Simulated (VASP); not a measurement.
A run of VASP 6.6.1:

File INCAR:

```
SYSTEM = AlSi11O24
PREC = Accurate
ENCUT = 520
EDIFF = 1E-6
ISMEAR = -1
SIGMA = 0.05
LREAL = Auto
LASPH = .True.
NELM = 200
ALGO = Normal
ISIF = 2
LWAVE = .False.
LCHARG = .False.
ISPIN = 2
MAGMOM = 0 0 0 0 0 0 0 0 0 0 0 0 0 0 0 0 0 0 0 0 0 0 0.167 0.167 0 0 0 0 0 0 0 0 0 0.167 0.167 0 0.167 0.167 0 0 0 0 0 0 0 0 0 0 0 0 0 0 0 0 0.167 0.167 0.167 0 0 0 0 0 0 0.167 0.167 0.167 0 0 0 0 0 0
LORBIT = 11
GGA = PS
ISYM = -1
NBANDS = 237
GGA_COMPAT = .False.
```

Contents of KPOINTS:

```
explicit points
1
Reciprocal
  0.25000000   0.25000000   0.25000000 1
```

Contents of POSCAR:

```
AlSi11O24
1.0
    8.3886930000      0.0000000000      0.0000000000
    0.0000000000      8.3886930000      0.0000000000
    0.0000000000      0.0000000000      8.0356430000
Si Al O
22 2 48
Direct
    0.9996600000      0.0000840000      0.9998290000
    0.9996760000      0.0000840000      0.3332740000
    0.9996620000      0.0000760000      0.6665530000
    0.9997310000      0.5001870000      0.9997330000
    0.9995990000      0.4999740000      0.3333660000
    0.9996700000      0.5000870000      0.6665510000
    0.4997690000      0.0001320000      0.9997360000
    0.4995600000      0.0000280000      0.3333650000
    0.4996560000      0.0000950000      0.6665490000
    0.4996610000      0.5000720000      0.6665490000
    0.2481870000      0.2485970000      0.1665060000
    0.2490000000      0.2494410000      0.4989340000
    0.2489630000      0.2493660000      0.8341620000
    0.2518850000      0.7478630000      0.1665540000
    0.2516610000      0.7481320000      0.5009470000
    0.2516180000      0.7480890000      0.8321610000
    0.7474450000      0.2523000000      0.1665550000
    0.7477210000      0.2520700000      0.5009480000
    0.7476680000      0.2520330000      0.8321570000
    0.7511550000      0.7515560000      0.1665940000
    0.7503690000      0.7508000000      0.4989270000
    0.7503310000      0.7507400000      0.8341660000
    0.4995740000      0.5000120000      0.0006960000
    0.4997620000      0.5001700000      0.3323980000
    0.1496260000      0.1500440000      0.9997920000
    0.1496540000      0.1500700000      0.3334050000
    0.1520070000      0.1524240000      0.6665880000
    0.1505870000      0.6537920000      0.9984650000
    0.1506220000      0.6536860000      0.3346240000
    0.1487600000      0.6547780000      0.6665780000
    0.6533730000      0.1510010000      0.9984630000
    0.6532660000      0.1510450000      0.3346220000
    0.6543510000      0.1491800000      0.6665780000
    0.6581790000      0.6585950000      0.0002800000
    0.6582250000      0.6586410000      0.3329760000
    0.6541480000      0.6545680000      0.6664840000
    0.3411100000      0.3415190000      0.0000990000
    0.3411580000      0.3415730000      0.3328240000
    0.3451810000      0.3455960000      0.6666080000
    0.3460640000      0.8491180000      0.9984900000
    0.3459560000      0.8491600000      0.3346320000
    0.3449770000      0.8509840000      0.6665290000
    0.8487020000      0.3464770000      0.9984860000
    0.8487430000      0.3463710000      0.3346310000
    0.8505590000      0.3453990000      0.6665320000
    0.8496840000      0.8501010000      0.9996950000
    0.8497140000      0.8501250000      0.3333110000
    0.8473250000      0.8477440000      0.6665140000
    0.0951130000      0.4021470000      0.1665370000
    0.0966310000      0.4029300000      0.5001800000
    0.0964750000      0.4029360000      0.8329590000
    0.0974330000      0.9023230000      0.1665510000
    0.0969430000      0.9027730000      0.5004420000
    0.0969810000      0.9028170000      0.8326650000
    0.6038940000      0.3958040000      0.1665360000
    0.5997890000      0.3997580000      0.5075070000
    0.5999750000      0.3999620000      0.8255960000
    0.5976100000      0.9046620000      0.1665620000
    0.5968070000      0.9032870000      0.5001390000
    0.5968170000      0.9031060000      0.8329190000
    0.4017340000      0.0955230000      0.1665380000
    0.4025000000      0.0970610000      0.5001760000
    0.4025190000      0.0968850000      0.8329610000
    0.3953890000      0.6043020000      0.1665510000
    0.3993470000      0.6001900000      0.5075080000
    0.3995410000      0.6003960000      0.8255920000
    0.9018980000      0.0978550000      0.1665540000
    0.9023620000      0.0973560000      0.5004410000
    0.9023970000      0.0973990000      0.8326610000
    0.9042480000      0.5980160000      0.1665610000
    0.9028590000      0.5972330000      0.5001410000
    0.9026950000      0.5972370000      0.8329200000
```

Potentials or basis: VASP PAW PBE potentials, release 64 (Si, Al, O).

Launch:

```sh
$ cat potpaw_PBE.64/Si/POTCAR potpaw_PBE.64/Al/POTCAR potpaw_PBE.64/O/POTCAR > POTCAR
$ mpirun -np 1 vasp_std > vasp.out
```

Hardware: 1 thread of Intel Xeon 8259CL (shared host).

Estimate the wall time of this run.

It took 17 min on 1 thread of Intel Xeon 8259CL, with other jobs on the host, peak memory 0.81 GiB. Counts: scf iterations 15, k points 1.
